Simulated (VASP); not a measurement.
# TaNiN2 (R-3m) in VASP: relaxation of cell and atoms with PBE+U

Aim: the relaxation of cell and atoms of TaNiN2 with PBE+U.

All numbers are computed with VASP 6.6.1; they aren't measurements. Logs are shortened: lines on timing, memory, paths and dates and some standing lists are left out, and cuts for length are marked.

## Step 1: The cell of the first run

It takes space group R-3m (No. 166, trigonal). Conventional cell: a = 3.081 Å, b = 3.081 Å, c = 17.133 Å, α = 90.00°, β = 90.00°, γ = 120.00°. Ta (site symmetry -3m) has 6 N at 1.96 Å within 2.6 Å. Ni (site symmetry -3m) has 2 N at 2.04 Å within 2.7 Å. Within 2.6 Å of N (site symmetry 3m) lie 3 Ta at 1.96 Å and 1 Ni at 2.04 Å and 3 N at 2.41 Å.

## Step 2: Relaxation of cell and atoms, PBE+U

Input file INCAR:

```
SYSTEM = TaNiN2
PREC = Accurate
ENCUT = 600
EDIFF = 1E-7
ISMEAR = -5
SIGMA = 0.1
LREAL = .FALSE.
LASPH = .TRUE.
NELM = 150
ALGO = Normal
ISIF = 3
LWAVE = .FALSE.
LCHARG = .FALSE.
LMAXMIX = 4
LDAU = .TRUE.
LDAUTYPE = 2
LDAUL = -1 2 -1
LDAUU = 0 5 0
LDAUJ = 0 0 0
LDAUPRINT = 1
GGA = PE
IBRION = 2
NSW = 60
EDIFFG = -0.01
```

Input file KPOINTS:

```
regular mesh
0
G
  7 7 7
  0 0 0
```

Input file POSCAR:

```
TaNiN2
1.0
    3.0811117000      0.0000000000      0.0000000000
   -1.5405563500      2.6683251200      0.0000000000
    0.0000000000     -1.7788807500      5.7109336900
Ta Ni N
1 1 2
Direct
    0.5000000000      0.0000000000      0.5000000000
    0.0000000000      0.0000000000      0.0000000000
    0.1190000000      0.2380000000      0.3570000000
    0.8810000000      0.7620000000      0.6430000000
```

Potentials or basis: VASP PAW PBE potentials, release 64 (Ta_pv, Ni, N).

Launch:

```
$ cat potpaw_PBE.64/Ta_pv/POTCAR potpaw_PBE.64/Ni/POTCAR potpaw_PBE.64/N/POTCAR > POTCAR
$ mpirun -np 1 vasp_std > vasp.out
```

OUTCAR:

```text
SYSTEM = TaNiN2
   PREC = Accurate
   ENCUT = 600
   EDIFF = 1E-7
   ISMEAR = -5
   LREAL = .FALSE.
   LASPH = .TRUE.
   NELM = 150
   ISIF = 3
   GGA = PE
   IBRION = 2
   NSW = 60
   EDIFFG = -0.01

 ion  position               nearest neighbor table
   1  0.500  0.000  0.500-   3 1.96   4 1.96   4 1.96   3 1.96   3 1.96   4 1.96
   2  0.000  0.000  0.000-   3 2.04   4 2.04
   3  0.119  0.238  0.357-   1 1.96   1 1.96   1 1.96   2 2.04
   4  0.881  0.762  0.643-   1 1.96   1 1.96   1 1.96   2 2.04

  LATTYP: Found a trigonal (rhomboedric) cell.
 ALAT       =     5.9815707608
 COS(alpha) =     0.8673352547

  Lattice vectors:

 A1 = (  -1.5405563500,   0.8894443700,   5.7109336900)
 A2 = (   0.0000000000,  -1.7788807500,   5.7109336900)
 A3 = (   1.5405553500,   0.8894443700,   5.7109336900)

Analysis of symmetry for initial positions (statically):
=====================================================================
 Subroutine PRICEL returns:
 Original cell was already a primitive cell.

 Routine SETGRP: Setting up the symmetry group for a
 trigonal (rhombohedral) supercell.

 Subroutine GETGRP returns: Found 12 space group operations
 (whereof 12 operations were pure point group operations)
 out of a pool of 12 trial point group operations.

The static configuration has the point symmetry D_3d.

Analysis of symmetry for dynamics (positions and initial velocities):
=====================================================================
 Subroutine PRICEL returns:
 Original cell was already a primitive cell.

 Routine SETGRP: Setting up the symmetry group for a
 trigonal (rhombohedral) supercell.

 Subroutine GETGRP returns: Found 12 space group operations
 (whereof 12 operations were pure point group operations)
 out of a pool of 12 trial point group operations.

The dynamic configuration has the point symmetry D_3d.

 Subroutine INISYM returns: Found 12 space group operations
 (whereof 12 operations are pure point group operations),
 and found     1 'primitive' translations

----------------------------------------------------------------------------------------

                                     Primitive cell

  volume of cell :      46.9519

  direct lattice vectors                    reciprocal lattice vectors
     3.081111700  0.000000000  0.000000000     0.324558178  0.187383523  0.058367504
    -1.540556350  2.668325120  0.000000000     0.000000000  0.374766925  0.116734969
     0.000000000 -1.778880750  5.710933690     0.000000000  0.000000000  0.175102716

  length of vectors
     3.081111700  3.081115514  5.981570056     0.379285330  0.392526816  0.175102716

  position of ions in fractional coordinates (direct lattice)
     0.500000000  0.000000000  0.500000000
     0.000000000  0.000000000  0.000000000
     0.119000000  0.238000000  0.357000000
     0.881000000  0.762000000  0.643000000

  ion indices of the primitive-cell ions
   primitive index   ion index
                 1           1
                 2           2
                 3           3
                 4           4

----------------------------------------------------------------------------------------

 KPOINTS: regular mesh

Automatic generation of k-mesh.
 Grid dimensions read from file:
 generate k-points for:    7    7    7

 Generating k-lattice:

  Cartesian coordinates                     Fractional coordinates (reciprocal lattice)
     0.046365454  0.026769075  0.008338215     0.142857143  0.000000000  0.000000000
     0.000000000  0.053538132  0.016676424     0.000000000  0.142857143  0.000000000
     0.000000000  0.000000000  0.025014674     0.000000000  0.000000000  0.142857143

  Length of vectors
     0.054183619  0.056075259  0.025014674

  Shift w.r.t. Gamma in fractional coordinates (k-lattice)
     0.000000000  0.000000000  0.000000000

 TETIRR: Found    486 inequivalent tetrahedra from     2058

 Subroutine IBZKPT returns following result:
 ===========================================

 Found     44 irreducible k-points:

 Following reciprocal coordinates:
            Coordinates               Weight
  0.000000  0.000000  0.000000      1.000000
  0.142857  0.000000  0.000000      6.000000
  0.285714  0.000000  0.000000      6.000000
  0.428571  0.000000  0.000000      6.000000
  0.000000  0.142857  0.000000      6.000000
  0.142857  0.142857  0.000000     12.000000
[... 16 lines left out ...]
  0.000000  0.142857  0.142857      6.000000
  0.142857  0.142857  0.142857     12.000000
 [... further k-points ...]
   k-points           NKPTS =     44   k-points in BZ     NKDIM =     44   number of bands    NBANDS=     19
   number of dos      NEDOS =    301   number of ions     NIONS =      4
   total plane-waves  NPLWV =  37632
   dimension x,y,z NGX =    28 NGY =   28 NGZ =   48
   dimension x,y,z NGXF=    56 NGYF=   56 NGZF=   96
   ions per type =               1   1   2
   NGX,Y,Z   is equivalent  to a cutoff of  15.11, 15.11, 13.34 a.u.
   NGXF,Y,Z  is equivalent  to a cutoff of  30.22, 30.22, 26.68 a.u.
 SYSTEM =  TaNiN2
   PREC   = accura    normal or accurate (medium, high low for compatibility)
   ISTART =      0    job   : 0-new  1-cont  2-samecut
   ICHARG =      2    charge: 1-file 2-atom 10-const
   ISPIN  =      1    spin polarized calculation?
   LNONCOLLINEAR =      F non collinear calculations
   LSORBIT =      F    spin-orbit coupling
   LASPH  =      T    aspherical Exc in radial PAW
   ENCUT  =  600.0 eV  44.10 Ry    6.64 a.u.   6.15  6.15 11.95*2*pi/ulx,y,z
   NELM   =    150;   NELMIN=  2; NELMDL= -5     # of ELM steps
   EDIFF  = 0.1E-06   stopping-criterion for ELM
   LREAL  =      F    real-space projection
   EDIFFG = -.1E-01   stopping-criterion for IOM
   NSW    =     60    number of steps for IOM
   IBRION =      2    ionic relax: 0-MD 1-quasi-New 2-CG
   NFREE  =      1    steps in history (QN), initial steepest desc. (CG)
   ISIF   =      3    stress and relaxation
   ISYM   =      2    0-nonsym 1-usesym 2-fastsym
   POTIM  = 0.5000    time-step for ionic-motion
   TEBEG  =    0.0;   TEEND  =   0.0 temperature during run
   PSTRESS=    0.0 pullay stress
   NELECT =      31.0000    total number of electrons
   NUPDOWN=      -1.0000    fix difference up-down
   EMIN   =  10.00;   EMAX   =-10.00  energy-range for DOS
   EFERMI =   0.00;   METHOD = LEGACY
   ISMEAR =    -5;   SIGMA  =   0.10  broadening in eV -4-tet -1-fermi 0-gaus
   EFERMI_NEDOS =   21; number of points for ismear=-14 and -15
   IALGO  =     38    algorithm
   IMIX   =      4    mixing-type and parameters
     AMIX     =   0.40;   BMIX     =  1.00
     AMIX_MAG =   1.60;   BMIX_MAG =  1.00
  volume/ion in A,a.u.               =      11.74        79.21
  Fermi-wavevector in a.u.,A,eV,Ry     =   1.425534  2.693869 27.649047  2.032148
  Thomas-Fermi vector in A             =   2.545908
   LORBIT       =      0    0 simple, 1 ext, 2 COOP (PROOUT), +10 PAW based schemes
 LDA+U is selected, type is set to LDAUTYPE =  2
   angular momentum for each species LDAUL =    -1    2   -1
   U (eV)           for each species LDAUU =   0.0  5.0  0.0
   J (eV)           for each species LDAUJ =   0.0  0.0  0.0
   GGA     = PE    functional components
   LHFCALC =     F    Hartree Fock is set to
   AEXX    =    0.0000 exact exchange contribution
   IVDW    =     0    specifies the selected vdW correction
   LEPSILON=     F    determine dielectric tensor
   LRPA    =     F    only Hartree local field effects (RPA)
 conjugate gradient relaxation of ions
 non-spin polarized calculation
 Fermi weights with tetrahedron method with Bloechl corrections
  energy-cutoff  :      600.00
  volume of cell :       46.95
 maximum number of plane-waves:      1579
 NGX is ok and might be reduce to    28
   NGX = 13   NGY = 13   NGZ = 23

--------------------------------------- Ionic step        1  -------------------------------------------

 number of electron      30.9999998 magnetization

 Free energy of the ion-electron system (eV)
  ---------------------------------------------------
  ext. energy  EPLUGINS =         0.00000000
  ---------------------------------------------------
  free energy    TOTEN  =       -30.84298943 eV

  energy without entropy =      -30.84298943  energy(sigma->0) =      -30.84298943

------------------------ aborting loop because EDIFF is reached ----------------------------------------

  FORCE on cell =-STRESS in cart. coord.  units (eV):
  Direction    XX          YY          ZZ          XY          YZ          ZX
  --------------------------------------------------------------------------------------
  -------------------------------------------------------------------------------------
  Total       14.1067475     14.1067910      4.9397044     -0.0000026      0.0000023     -0.0000003
  in kB      481.3757060    481.3771911    168.5614433     -0.0000902      0.0000786     -0.0000098
  external PRESSURE =     377.1047801 kB  Pullay stress =       0.0000000 kB
[... 25 lines left out ...]
--------------------------------------- Ionic step        2  -------------------------------------------

 number of electron      30.9999995 magnetization

 E-fermi :   2.4873     XC(G=0):  -9.9586

 val. band max:        2.6233164555   @ k =   0.0000   0.0000   0.2857
 cond. band min:       2.5330763039   @ k =   0.1429   0.2857   0.0000
 fundamental gap:     -0.0902401516
 Fermi energy:         2.4873024031

 k-point     1 :       0.0000    0.0000    0.0000
  band No.  band energies     occupation
      1     -33.6507      2.00000
      2     -33.5731      2.00000
      3     -33.5731      2.00000
      4     -11.6967      2.00000
      5     -10.2939      2.00000
      6      -3.3441      2.00000
[... 588 lines left out ...]
  FREE ENERGIE OF THE ION-ELECTRON SYSTEM (eV)
  ---------------------------------------------------
  free  energy   TOTEN  =       -32.6057110692 eV

  energy  without entropy=      -32.6057110692  energy(sigma->0) =      -32.60571107

[... ionic steps 4 to 11 ...]

--------------------------------------- Ionic step       12  -------------------------------------------

 number of electron      31.0000003 magnetization

------------------------ aborting loop because EDIFF is reached ----------------------------------------
[... 65 lines left out ...]
  FREE ENERGIE OF THE ION-ELECTRON SYSTEM (eV)
  ---------------------------------------------------
  free  energy   TOTEN  =       -32.9409962242 eV

  energy  without entropy=      -32.9409962242  energy(sigma->0) =      -32.94099622

atom =   2  type =  2  l = 2

 onsite density matrix

spin component  1

  0.9266 -0.0000  0.0000  0.0012 -0.0000
 -0.0000  0.9585  0.0000 -0.0000  0.0012
  0.0000  0.0000  0.5415 -0.0000  0.0000
  0.0012 -0.0000 -0.0000  0.9585 -0.0000
 -0.0000  0.0012  0.0000 -0.0000  0.9266

spin component  2

  0.9266 -0.0000  0.0000  0.0012 -0.0000
 -0.0000  0.9585  0.0000 -0.0000  0.0012
  0.0000  0.0000  0.5415 -0.0000  0.0000
  0.0012 -0.0000 -0.0000  0.9585 -0.0000
 -0.0000  0.0012  0.0000 -0.0000  0.9266

 occupancies and eigenvectors

  o =  0.5415  v = -0.0000 -0.0000  1.0000  0.0000 -0.0000  0.0000  0.0000  0.0000  0.0000  0.0000      0.0000  0.0000  0.0000  0.0000  0.0000  0.0000  0.0000  0.0000  0.0000  0.0000
  o =  0.5415  v =  0.0000  0.0000  0.0000  0.0000  0.0000 -0.0000 -0.0000  1.0000  0.0000 -0.0000      0.0000  0.0000  0.0000  0.0000  0.0000  0.0000  0.0000  0.0000  0.0000  0.0000
  o =  0.9266  v =  0.9978  0.0021  0.0000 -0.0372 -0.0552  0.0000  0.0000  0.0000  0.0000  0.0000      0.0000  0.0000  0.0000  0.0000  0.0000  0.0000  0.0000  0.0000  0.0000  0.0000
  o =  0.9266  v =  0.0000  0.0000  0.0000  0.0000  0.0000  0.9978  0.0021  0.0000 -0.0372 -0.0552      0.0000  0.0000  0.0000  0.0000  0.0000  0.0000  0.0000  0.0000  0.0000  0.0000
  o =  0.9266  v =  0.0000  0.0000  0.0000  0.0000  0.0000 -0.0552  0.0372 -0.0000  0.0021 -0.9978      0.0000  0.0000  0.0000  0.0000  0.0000  0.0000  0.0000  0.0000  0.0000  0.0000
  o =  0.9266  v = -0.0552  0.0372 -0.0000  0.0021 -0.9978  0.0000  0.0000  0.0000  0.0000  0.0000      0.0000  0.0000  0.0000  0.0000  0.0000  0.0000  0.0000  0.0000  0.0000  0.0000
  o =  0.9585  v =  0.0372  0.0632  0.0000  0.9973  0.0024  0.0000  0.0000  0.0000  0.0000  0.0000      0.0000  0.0000  0.0000  0.0000  0.0000  0.0000  0.0000  0.0000  0.0000  0.0000
  o =  0.9585  v =  0.0000  0.0000  0.0000  0.0000  0.0000  0.0372  0.0632  0.0000  0.9973  0.0024      0.0000  0.0000  0.0000  0.0000  0.0000  0.0000  0.0000  0.0000  0.0000  0.0000
  o =  0.9585  v =  0.0000  0.0000  0.0000  0.0000  0.0000  0.0024 -0.9973 -0.0000  0.0632 -0.0372      0.0000  0.0000  0.0000  0.0000  0.0000  0.0000  0.0000  0.0000  0.0000  0.0000
  o =  0.9585  v =  0.0024 -0.9973 -0.0000  0.0632 -0.0372  0.0000  0.0000  0.0000  0.0000  0.0000      0.0000  0.0000  0.0000  0.0000  0.0000  0.0000  0.0000  0.0000  0.0000  0.0000

--------------------------------------- Ionic step       14  -------------------------------------------

 number of electron      31.0000003 magnetization

 Free energy of the ion-electron system (eV)
  ---------------------------------------------------
  ext. energy  EPLUGINS =         0.00000000
  ---------------------------------------------------
  free energy    TOTEN  =       -32.94105912 eV

  energy without entropy =      -32.94105912  energy(sigma->0) =      -32.94105912

 E-fermi :   5.1078     XC(G=0): -11.5540

 val. band max:        5.2419484791   @ k =   0.0000   0.0000   0.4286
 cond. band min:       5.0717647403   @ k =   0.0000   0.4286   0.0000
 fundamental gap:     -0.1701837388
 Fermi energy:         5.1078248364

 k-point     1 :       0.0000    0.0000    0.0000
  band No.  band energies     occupation
      1     -30.1790      2.00000
      2     -29.8643      2.00000
      3     -29.8643      2.00000
      4     -10.9849      2.00000
      5      -8.2464      2.00000
      6      -2.1497      2.00000
[... 550 lines left out ...]
  FREE ENERGIE OF THE ION-ELECTRON SYSTEM (eV)
  ---------------------------------------------------
  free  energy   TOTEN  =       -32.9410591214 eV

  energy  without entropy=      -32.9410591214  energy(sigma->0) =      -32.94105912

 reached required accuracy - stopping structural energy minimisation
```

Wall time 10 min (1 thread of Intel Xeon Platinum 8488C (Sapphire Rapids), shared host); peak memory 0.22 GiB.

What came out:

- Free energy: -32.9411 eV
- Relaxed volume: 12.33 Å³/atom
- Relaxed cell: a = 3.126 Å, b = 3.126 Å, c = 6.101 Å, α = 104.84°, β = 90.00°, γ = 120.00°
- Space group after relaxing (to 0.05 Å): R-3m (No. 166)
- Energy gained by relaxing: 524.5 meV/atom
- Ionic steps: 14
- Pressure after relaxing: 0.0 GPa

Step by step:
```
step  energy change (eV)  largest force (eV/Å)  pressure (GPa)  volume (Å³)
   1              0.0000                7.9301           37.71        46.95
   2              1.7085                4.3197          -31.52        68.12
   3             -1.7627                1.1286          -12.82        54.12
   4             -1.7791                1.5309          -10.37        53.51
   5             -1.7801                1.7017           -9.30        53.27
   6             -2.0558                0.0971            1.47        49.26
   7             -2.0567                0.0402            0.66        49.49
   8             -2.0976                0.0653            0.34        49.29
   9             -2.0978                0.0644            0.32        49.27
  10             -2.0978                0.0647            0.32        49.28
  11             -2.0979                0.0431           -0.51        49.43
  12             -2.0980                0.0020           -0.19        49.37
  13             -2.0980                0.0132           -0.07        49.35
  14             -2.0981                0.0009           -0.01        49.33
```

Final structure:
```xyz
4
Lattice="3.1262 0.0000 0.0000 -1.5631 2.7074 0.0000 0.0000 -1.8049 5.8280" Properties=species:S:1:pos:R:3 pbc="T T T"
Ta    1.5631   -0.9025    2.9140
Ni    0.0000    0.0000    0.0000
N     0.0000    0.0000    1.8396
N     1.5631    0.9025    3.9884
```

Levels at points of the mesh, in eV from the Fermi level:
```csv
k point,band 13,band 14,band 15,band 16,band 17,band 18,band 19
"(0.00, 0.00, 0.00)",-1.53,-1.53,-0.81,-0.81,1.46,1.46,2.11
```

Eigenvalues of the final occupation matrices:
```tsv
site	spin	trace	eigenvalues
site 2 d	1	4.31	0.54 0.93 0.93 0.96 0.96
site 2 d	2	4.31	0.54 0.93 0.93 0.96 0.96
```

Caveat: the electronic state changed during the relaxation; spin-orbit coupling is left out, which moves the levels of the heavy elements; the run has no spin polarisation, though such a crystal can be magnetic; U without spin polarisation on a metal has little footing; tetrahedron occupations give inexact forces and stress in metals.
